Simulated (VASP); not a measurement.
# AlN (Fm-3m) in VASP: a series of runs

AlN is run at these levels: PBEsol, RPBE, BLYP; tasks: relaxation of cell and atoms.

Everything below comes from runs of VASP 6.6.1. Logs are shortened: lines on timing, memory, paths and dates and some standing lists are left out, and cuts for length are marked.

### 1 The cell of the first run

It takes space group Fm-3m (No. 225, cubic). The conventional cell has a = 4.069 Å, b = 4.069 Å, c = 4.069 Å, α = 90.00°, β = 90.00°, γ = 90.00°. Al (site symmetry m-3m) has 6 N at 2.03 Å within 2.7 Å. N (site symmetry m-3m) has 6 Al at 2.03 Å within 2.7 Å.

### 2 Relaxation of cell and atoms, PBEsol

Contents of INCAR:

```
SYSTEM = AlN
ALGO     = Normal         ! electronic algorithm
EDIFF    = 1E-6           ! SCF threshold, eV
EDIFFG   = -0.01          ! ionic threshold
ENCUT    = 600            ! plane-wave cutoff, eV
GGA      = PS             ! functional
IBRION   = 2              ! ionic algorithm
ISIF     = 3              ! what is computed and relaxed
ISMEAR   = -1             ! smearing method
LASPH    = .TRUE.         ! aspherical terms in the spheres
LCHARG   = .FALSE.        ! write CHGCAR
LREAL    = .FALSE.        ! projectors in reciprocal space
LWAVE    = .FALSE.        ! write WAVECAR
NELM     = 100            ! most SCF steps
NSW      = 60             ! ionic steps
PREC     = Accurate       ! precision mode
SIGMA    = 0.05           ! smearing width, eV
```

Contents of KPOINTS:

```
k-points
0
G
  11 11 11
  0 0 0
```

Contents of POSCAR:

```
AlN
1.0
    0.0000000000      2.0345180000      2.0345180000
    2.0345180000      0.0000000000      2.0345180000
    2.0345180000      2.0345180000      0.0000000000
Al N
1 1
Direct
    0.5000000000      0.5000000000      0.5000000000
    0.0000000000      0.0000000000      0.0000000000
```

Potentials or basis: VASP PAW PBE potentials, release 64 (Al, N).

On the command line:

```console
> cat potpaw_PBE.64/Al/POTCAR potpaw_PBE.64/N/POTCAR > POTCAR
> mpirun -np 1 vasp_std > vasp.out
```

OUTCAR:

```text
SYSTEM = AlN
   EDIFF = 1E-6
   EDIFFG = -0.01
   ENCUT = 600
   GGA = PS
   IBRION = 2
   ISIF = 3
   ISMEAR = -1
   LASPH = .TRUE.
   LREAL = .FALSE.
   NELM = 100
   NSW = 60
   PREC = Accurate

 ion  position               nearest neighbor table
   1  0.500  0.500  0.500-   2 2.03   2 2.03   2 2.03   2 2.03   2 2.03   2 2.03
   2  0.000  0.000  0.000-   1 2.03   1 2.03   1 2.03   1 2.03   1 2.03   1 2.03

  LATTYP: Found a face centered cubic cell.
 ALAT       =     4.0690360000

  Lattice vectors:

 A1 = (   0.0000000000,   2.0345180000,   2.0345180000)
 A2 = (   2.0345180000,   0.0000000000,   2.0345180000)
 A3 = (   2.0345180000,   2.0345180000,   0.0000000000)

Analysis of symmetry for initial positions (statically):
=====================================================================
 Subroutine PRICEL returns:
 Original cell was already a primitive cell.

 Routine SETGRP: Setting up the symmetry group for a
 face centered cubic supercell.

 Subroutine GETGRP returns: Found 48 space group operations
 (whereof 48 operations were pure point group operations)
 out of a pool of 48 trial point group operations.

The static configuration has the point symmetry O_h .

Analysis of symmetry for dynamics (positions and initial velocities):
=====================================================================
 Subroutine PRICEL returns:
 Original cell was already a primitive cell.

 Routine SETGRP: Setting up the symmetry group for a
 face centered cubic supercell.

 Subroutine GETGRP returns: Found 48 space group operations
 (whereof 48 operations were pure point group operations)
 out of a pool of 48 trial point group operations.

The dynamic configuration has the point symmetry O_h .

 Subroutine INISYM returns: Found 48 space group operations
 (whereof 48 operations are pure point group operations),
 and found     1 'primitive' translations

----------------------------------------------------------------------------------------

                                     Primitive cell

  volume of cell :      16.8428

  direct lattice vectors                    reciprocal lattice vectors
     0.000000000  2.034518000  2.034518000    -0.245758455  0.245758455  0.245758455
     2.034518000  0.000000000  2.034518000     0.245758455 -0.245758455  0.245758455
     2.034518000  2.034518000  0.000000000     0.245758455  0.245758455 -0.245758455

  length of vectors
     2.877242948  2.877242948  2.877242948     0.425666130  0.425666130  0.425666130

  position of ions in fractional coordinates (direct lattice)
     0.500000000  0.500000000  0.500000000
     0.000000000  0.000000000  0.000000000

  ion indices of the primitive-cell ions
   primitive index   ion index
                 1           1
                 2           2

----------------------------------------------------------------------------------------

 KPOINTS: k-points

Automatic generation of k-mesh.
 Grid dimensions read from file:
 generate k-points for:   11   11   11

 Generating k-lattice:

  Cartesian coordinates                     Fractional coordinates (reciprocal lattice)
    -0.022341678  0.022341678  0.022341678     0.090909091  0.000000000  0.000000000
     0.022341678 -0.022341678  0.022341678     0.000000000  0.090909091  0.000000000
     0.022341678  0.022341678 -0.022341678     0.000000000  0.000000000  0.090909091

  Length of vectors
     0.038696921  0.038696921  0.038696921

  Shift w.r.t. Gamma in fractional coordinates (k-lattice)
     0.000000000  0.000000000  0.000000000

 Subroutine IBZKPT returns following result:
 ===========================================

 Found     56 irreducible k-points:

 Following reciprocal coordinates:
            Coordinates               Weight
  0.000000  0.000000  0.000000      1.000000
  0.090909  0.000000  0.000000      8.000000
  0.181818  0.000000  0.000000      8.000000
  0.272727  0.000000  0.000000      8.000000
  0.363636  0.000000  0.000000      8.000000
  0.454545  0.000000  0.000000      8.000000
[... 16 lines left out ...]
 -0.272727  0.181818  0.000000     24.000000
 -0.181818  0.181818  0.000000     12.000000
 [... further k-points ...]
   k-points           NKPTS =     56   k-points in BZ     NKDIM =     56   number of bands    NBANDS=      8
   number of dos      NEDOS =    301   number of ions     NIONS =      2
   total plane-waves  NPLWV =  13824
   dimension x,y,z NGX =    24 NGY =   24 NGZ =   24
   dimension x,y,z NGXF=    48 NGYF=   48 NGZF=   48
   ions per type =               1   1
   NGX,Y,Z   is equivalent  to a cutoff of  13.87, 13.87, 13.87 a.u.
   NGXF,Y,Z  is equivalent  to a cutoff of  27.73, 27.73, 27.73 a.u.
 SYSTEM =  AlN
   PREC   = accura    normal or accurate (medium, high low for compatibility)
   ISTART =      0    job   : 0-new  1-cont  2-samecut
   ICHARG =      2    charge: 1-file 2-atom 10-const
   ISPIN  =      1    spin polarized calculation?
   LNONCOLLINEAR =      F non collinear calculations
   LSORBIT =      F    spin-orbit coupling
   LASPH  =      T    aspherical Exc in radial PAW
   ENCUT  =  600.0 eV  44.10 Ry    6.64 a.u.   5.75  5.75  5.75*2*pi/ulx,y,z
   NELM   =    100;   NELMIN=  2; NELMDL= -5     # of ELM steps
   EDIFF  = 0.1E-05   stopping-criterion for ELM
   LREAL  =      F    real-space projection
   EDIFFG = -.1E-01   stopping-criterion for IOM
   NSW    =     60    number of steps for IOM
   IBRION =      2    ionic relax: 0-MD 1-quasi-New 2-CG
   NFREE  =      1    steps in history (QN), initial steepest desc. (CG)
   ISIF   =      3    stress and relaxation
   ISYM   =      2    0-nonsym 1-usesym 2-fastsym
   POTIM  = 0.5000    time-step for ionic-motion
   TEBEG  =    0.0;   TEEND  =   0.0 temperature during run
   PSTRESS=    0.0 pullay stress
   NELECT =       8.0000    total number of electrons
   NUPDOWN=      -1.0000    fix difference up-down
   EMIN   =  10.00;   EMAX   =-10.00  energy-range for DOS
   EFERMI =   0.00;   METHOD = LEGACY
   ISMEAR =    -1;   SIGMA  =   0.05  broadening in eV -4-tet -1-fermi 0-gaus
   EFERMI_NEDOS =   21; number of points for ismear=-14 and -15
   IALGO  =     38    algorithm
   IMIX   =      4    mixing-type and parameters
     AMIX     =   0.40;   BMIX     =  1.00
     AMIX_MAG =   1.60;   BMIX_MAG =  1.00
  volume/ion in A,a.u.               =       8.42        56.83
  Fermi-wavevector in a.u.,A,eV,Ry     =   1.277321  2.413786 22.198561  1.631548
  Thomas-Fermi vector in A             =   2.409927
   LORBIT       =      0    0 simple, 1 ext, 2 COOP (PROOUT), +10 PAW based schemes
   GGA     = PS    functional components
   LHFCALC =     F    Hartree Fock is set to
   AEXX    =    0.0000 exact exchange contribution
   IVDW    =     0    specifies the selected vdW correction
   LEPSILON=     F    determine dielectric tensor
   LRPA    =     F    only Hartree local field effects (RPA)
 conjugate gradient relaxation of ions
 non-spin polarized calculation
  energy-cutoff  :      600.00
  volume of cell :       16.84
 maximum number of plane-waves:       572
   NGX = 11   NGY = 11   NGZ = 11

--------------------------------------- Ionic step        1  -------------------------------------------

 number of electron       7.9999999 magnetization

 Free energy of the ion-electron system (eV)
  ---------------------------------------------------
  ext. energy  EPLUGINS =         0.00000000
  ---------------------------------------------------
  free energy    TOTEN  =       -15.44668996 eV

  energy without entropy =      -15.44668996  energy(sigma->0) =      -15.44668996

------------------------ aborting loop because EDIFF is reached ----------------------------------------

  FORCE on cell =-STRESS in cart. coord.  units (eV):
  Direction    XX          YY          ZZ          XY          YZ          ZX
  --------------------------------------------------------------------------------------
  -------------------------------------------------------------------------------------
  Total       -0.4979553     -0.4979553     -0.4979553      0.0000000     -0.0000000      0.0000000
  in kB      -47.3681423    -47.3681423    -47.3681423      0.0000000     -0.0000000      0.0000000
  external PRESSURE =     -47.3681423 kB  Pullay stress =       0.0000000 kB
[... 57 lines left out ...]
  energy  without entropy=      -15.4470634287  energy(sigma->0) =      -15.44706343

--------------------------------------- Ionic step        3  -------------------------------------------

 number of electron       7.9999999 magnetization

 Free energy of the ion-electron system (eV)
  ---------------------------------------------------
  ext. energy  EPLUGINS =         0.00000000
  ---------------------------------------------------
  free energy    TOTEN  =       -15.45134218 eV

  energy without entropy =      -15.45134218  energy(sigma->0) =      -15.45134218

 E-fermi :  10.9027     XC(G=0): -12.4502

 val. band max:        9.8806964730   @ k =   0.0000   0.0000   0.0000
 cond. band min:      14.5609034986   @ k =   0.4545   0.4545   0.0000
 fundamental gap:      4.6802070257
 Fermi energy:        10.9027332355

 k-point     1 :       0.0000    0.0000    0.0000
  band No.  band energies     occupation
      1      -7.6661      2.00000
      2       9.8807      2.00000
      3       9.8807      2.00000
      4       9.8807      2.00000
      5      15.5441      0.00000
      6      21.9048      0.00000
      7      21.9048      0.00000
      8      21.9048      0.00000
[... 243 lines left out ...]
 k-point    24 :      -0.1818    0.1818    0.0000
  band No.  band energies     occupation
      1      -5.9577      2.00000
      2       5.3728      2.00000
      3       7.3471      2.00000
      4       9.3259      2.00000
      5      18.2911      0.00000
      6      19.6673      0.00000
      7      21.0278      0.00000
      8      22.4755      0.00000

 [... further k-points ...]
[... 5 lines left out ...]
  --------------------------------------------------------------------------------------
  -------------------------------------------------------------------------------------
  Total       -0.0017830     -0.0017830     -0.0017830     -0.0000000      0.0000000      0.0000000
  in kB       -0.1727926     -0.1727926     -0.1727926     -0.0000000      0.0000000      0.0000000
  external PRESSURE =      -0.1727926 kB  Pullay stress =       0.0000000 kB
[... 17 lines left out ...]
  FREE ENERGIE OF THE ION-ELECTRON SYSTEM (eV)
  ---------------------------------------------------
  free  energy   TOTEN  =       -15.4513421807 eV

  energy  without entropy=      -15.4513421807  energy(sigma->0) =      -15.45134218

 reached required accuracy - stopping structural energy minimisation
```

Wall time 14 s (1 thread of Intel Xeon 8259CL, shared host); peak memory 0.14 GiB.

Results:

| Item | Value |
| --- | --- |
| Free energy | -15.4513 eV |
| Relaxed volume | 8.27 Å³/atom |
| Relaxed cell | a = 2.859 Å, b = 2.859 Å, c = 2.859 Å, α = 60.00°, β = 60.00°, γ = 60.00° |
| Space group after relaxing (to 0.05 Å) | Fm-3m (No. 225) |
| Energy gained by relaxing | 2.3 meV/atom |
| Ionic steps | 3 |
| Pressure after relaxing | 0.0 GPa |
| Band gap on the k mesh | 4.68 eV, indirect (least direct gap 5.66 eV) |

Step by step:
```
step  energy change (eV)  largest force (eV/Å)  pressure (GPa)  volume (Å³)
   1              0.0000                0.0000           -4.74        16.84
   2             -0.0004                0.0000            4.84        16.24
   3             -0.0047                0.0000           -0.02        16.53
```

Final structure:
```
CELL_PARAMETERS angstrom
0.00000 2.02196 2.02196
2.02196 0.00000 2.02196
2.02196 2.02196 0.00000
ATOMIC_POSITIONS crystal
Al 0.50000 0.50000 0.50000
N 0.00000 0.00000 0.00000
```

Caveat: the PAW data sets were made with another functional, which shifts forces and pressure a little. A k mesh can miss the band edges.

### 3 Relaxation of cell and atoms, RPBE

Contents of INCAR:

```
SYSTEM = AlN
PREC = Accurate
ENCUT = 600
EDIFF = 1E-6
ISMEAR = -1
SIGMA = 0.05
LREAL = .False.
LASPH = .True.
NELM = 80
ALGO = Normal
ISIF = 3
LWAVE = .False.
LCHARG = .False.
GGA = RP
IBRION = 2
NSW = 60
EDIFFG = -0.01
```

Contents of KPOINTS:

```
regular mesh
0
Gamma
  11 11 11
  0 0 0
```

POSCAR is that of step 2.

Potentials or basis: VASP PAW PBE potentials, release 64 (Al, N).

On the command line:

```console
> cat potpaw_PBE.64/Al/POTCAR potpaw_PBE.64/N/POTCAR > POTCAR
> mpirun -np 1 vasp_std > vasp.out
```

Wall time 17 s (1 thread of Intel Xeon 8259CL, shared host); peak memory 0.14 GiB.

Results (log left out):

* Free energy: -13.7861 eV
* Relaxed volume: 8.56 Å³/atom
* Relaxed cell: a = 2.893 Å, b = 2.893 Å, c = 2.893 Å, α = 60.00°, β = 60.00°, γ = 60.00°
* Space group after relaxing (to 0.05 Å): Fm-3m (No. 225)
* Energy gained by relaxing: 1.7 meV/atom
* Ionic steps: 3
* Pressure after relaxing: 0.0 GPa
* Band gap on the k mesh: 4.51 eV, indirect (least direct gap 5.20 eV)

Step by step:
| step | energy change (eV) | largest force (eV/Å) | pressure (GPa) | volume (Å³) |
| --- | --- | --- | --- | --- |
| 1 | 0.0000 | 0.0000 | 4.06 | 16.84 |
| 2 | -0.0007 | 0.0000 | -3.42 | 17.37 |
| 3 | -0.0034 | 0.0000 | 0.01 | 17.12 |

Final structure:
```
Al N
1.0
     0.00000    2.04555    2.04555
     2.04555    0.00000    2.04555
     2.04555    2.04555    0.00000
Al N
1 1
Direct
  0.50000 0.50000 0.50000
  0.00000 0.00000 0.00000
```

Levels at points of the mesh, in eV from the valence-band top:
```csv
k point,band 1,band 2,band 3,band 4,band 5,band 6,band 7,band 8
"(0.00, 0.00, 0.00)",-17.29,0.00,0.00,0.00,5.20,12.06,12.06,12.06
```

Caveat: the PAW data sets were made with another functional, which shifts forces and pressure a little. A k mesh can miss the band edges.

### 4 Relaxation of cell and atoms, BLYP

Contents of INCAR:

```
SYSTEM = AlN
  AGGAC = 1.0
  AGGAX = 1.0
  ALDAC = 0.0
  ALDAX = 1.0
  ALGO = Normal
  EDIFF = 1E-7
  EDIFFG = -0.01
  ENCUT = 600
  GGA = B5
  IBRION = 2
  ISIF = 3
  ISMEAR = -1
  LASPH = .True.
  LCHARG = .False.
  LREAL = .False.
  LWAVE = .False.
  NELM = 100
  NSW = 60
  PREC = Accurate
  SIGMA = 0.05
```

Contents of KPOINTS:

```
k-points
0
Gamma
  11 11 11
  0 0 0
```

POSCAR is that of step 3.

On the command line:

```console
> cat potpaw_PBE.64/Al/POTCAR potpaw_PBE.64/N/POTCAR > POTCAR
> mpirun -np 1 vasp_std > vasp.out
```

Run time: 38 s. Hardware: 1 thread of Intel Xeon 8259CL, shared host; peak memory 0.14 GiB.

It converged, with:

```
Free energy                            : -13.3211 eV
Relaxed volume                         : 8.58 Å³/atom
Relaxed cell                           : a = 2.895 Å, b = 2.895 Å, c = 2.895 Å, α = 60.00°, β = 60.00°, γ = 60.00°
Space group after relaxing (to 0.05 Å) : Fm-3m (No. 225)
Energy gained by relaxing              : 2.3 meV/atom
Ionic steps                            : 3
Pressure after relaxing                : 0.0 GPa
Band gap on the k mesh                 : 4.47 eV, indirect (least direct gap 5.39 eV)
```

Step by step:
| step | energy change (eV) | largest force (eV/Å) | pressure (GPa) | volume (Å³) |
| --- | --- | --- | --- | --- |
| 1 | 0.0000 | 0.0000 | 4.67 | 16.84 |
| 2 | -0.0010 | 0.0000 | -3.88 | 17.45 |
| 3 | -0.0045 | 0.0000 | -0.02 | 17.16 |

Final structure:
```yaml
crystal:
  lattice:
    - [0.00000, 2.04724, 2.04724]
    - [2.04724, 0.00000, 2.04724]
    - [2.04724, 2.04724, 0.00000]
  atoms:
    - { symbol: Al, position: [0.50000, 0.50000, 0.50000] }
    - { symbol: N, position: [0.00000, 0.00000, 0.00000] }
```

Levels at points of the mesh, in eV from the valence-band top:
```csv
k point,band 2,band 3,band 4,band 5,band 6,band 7
"(0.00, 0.00, 0.00)",0.00,0.00,0.00,5.39,12.36,12.36
```

Caveat: the PAW data sets were made with another functional, which shifts forces and pressure a little. A k mesh can miss the band edges.

### 5 The runs side by side

```tsv
level	gap on the mesh (eV)	pressure (GPa)	relaxed volume (Å³/atom)
PBEsol	4.68	0.0	8.27
RPBE	4.51	0.0	8.56
BLYP	4.47	0.0	8.58
```

Alike in all rows: task relaxation of cell and atoms; potentials or basis VASP PAW PBE potentials, release 64 (Al, N); no spin polarisation; cell relaxed; k mesh 11 × 11 × 11; cutoff (eV) 600; smearing fermi-dirac 0.05 eV.

Caveats: the PAW data sets were made with another functional, which shifts forces and pressure a little.

Total energies depend on the potentials used, so only differences within one code and one set of settings carry meaning.
